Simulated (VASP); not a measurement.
The system is TiO2.

```
Ti O
1.0
     2.70603   -2.70666    0.00000
     2.70603    2.70666    0.00000
    -2.63353    0.00000    4.79664
Ti O
2 4
Direct
  0.86589 0.13411 0.75000
  0.13411 0.86589 0.25000
  0.08876 0.33122 0.16715
  0.91124 0.66878 0.83285
  0.66878 0.91124 0.33285
  0.33122 0.08876 0.66715
```

Base run:

* Program: VASP 6.6.1
* Functional: PBE
* Potentials or basis: VASP PAW PBE potentials, release 64 (Ti_sv, O)
* Cutoff: 520 eV
* k mesh: 8 × 8 × 6
* Occupations: fermi-dirac, width 0.05 eV
* Spin: no spin polarisation
* Hubbard terms: Ti d U = 3.0 eV

Its results: band gap on the k mesh 2.46 eV, indirect (least direct gap 2.82 eV); pressure 4.0 GPa; largest force 0.206 eV/Å.

The run is repeated on the same cell with these changes: functional from PBE to PBEsol; hubbard terms from Ti d U = 3.0 eV to none. What comes out?

Band gap on the k mesh 2.01 eV, indirect (least direct gap 2.35 eV); pressure -6.9 GPa; largest force 0.214 eV/Å.

Several settings changed at once, so the effect can't be laid on one alone.

Caveats: the PAW data sets were made with another functional, which shifts forces and pressure a little (some runs).

A k mesh can miss the band edges.
